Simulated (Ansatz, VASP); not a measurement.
**AgC2 in VASP and in Ansatz**

```xyz
6
Lattice="0.0000 3.2056 3.2056 3.2056 0.0000 3.2056 3.2056 3.2056 0.0000" Properties=species:S:1:pos:R:3 pbc="T T T"
Ag    0.0000    0.0000    0.0000
Ag    1.6028    1.6028    1.6028
C     4.0070    2.4042    2.4042
C     4.0070    4.0070    4.0070
C     2.4042    2.4042    4.0070
C     2.4042    4.0070    2.4042
```

Change from the starting cell: species swapped into the ZrIr2 type (Fd-3m, No. 227).

Alike in both runs: functional PBE; k mesh 4 × 4 × 4; occupations gaussian, width 0.2 eV; no spin polarisation.

Ansatz relaxed the structure, and its values are those at the end. VASP's run is a single point on that final structure, the one shown.

```csv
,VASP,Ansatz
version,VASP 6.6.1,Ansatz 0.2.0
potentials or method,"VASP PAW PBE potentials, release 64 (Ag, C), cutoff 600 eV","scalar-relativistic, plane waves, PAW"
valence electrons in the cell,38,54
```

Ansatz gave:

| Item | Value |
| --- | --- |
| gap on the k mesh at the Fermi level (eV) | none |
| pressure (GPa) | -0.3 |

Estimate VASP's values.

gap on the k mesh at the Fermi level (eV): none; pressure (GPa): -0.5.

A gap of «none» marks a metal or a gap that the smearing closes. VASP's potentials hold 38 valence electrons a cell and Ansatz's 54, so a difference there can come from the potentials and not from the codes.

The k mesh is coarse, so the values compare programs but aren't converged.
